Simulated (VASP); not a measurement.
A run of VASP 6.6.1:

File INCAR:

```
SYSTEM = W
ALGO     = Normal         ! electronic algorithm
EDIFF    = 1E-7           ! SCF threshold, eV
ENCUT    = 520            ! plane-wave cutoff, eV
GGA      = PS             ! functional
ISIF     = 2              ! what is computed and relaxed
ISMEAR   = -1             ! smearing method
LASPH    = .True.         ! aspherical terms in the spheres
LCHARG   = .False.        ! write CHGCAR
LREAL    = .False.        ! projectors in reciprocal space
LWAVE    = .False.        ! write WAVECAR
NBANDS   = 21             ! bands
NELM     = 80             ! most SCF steps
PREC     = Accurate       ! precision mode
SIGMA    = 0.1            ! smearing width, eV
```

Contents of KPOINTS:

```
k-points
0
Gamma
  14 14 14
  0 0 0
```

POSCAR

```
W
1.0
    0.0000000000      2.8789574376      2.8789574376
    2.8789574376      0.0000000000      2.8789574376
    2.8789574376      2.8789574376      0.0000000000
W
2
Direct
   -0.1250000000     -0.1250000000     -0.1250000000
    0.1250000000      0.1250000000      0.1250000000
```

Potentials or basis: VASP PAW PBE potentials, release 64 (W_sv).

Command:

```bash
$ cat potpaw_PBE.64/W_sv/POTCAR > POTCAR
$ mpirun -np 1 vasp_std > vasp.out
```

Hardware: 1 thread of Intel(R) Xeon(R) Platinum 8488C (Sapphire Rapids) (shared host).

Task: How long does it take, and how much memory?

Result: Run time: 68 s on 1 thread of Intel(R) Xeon(R) Platinum 8488C (Sapphire Rapids) (shared host), peak memory 0.21 GiB. Counts: scf iterations 13, k points 104.
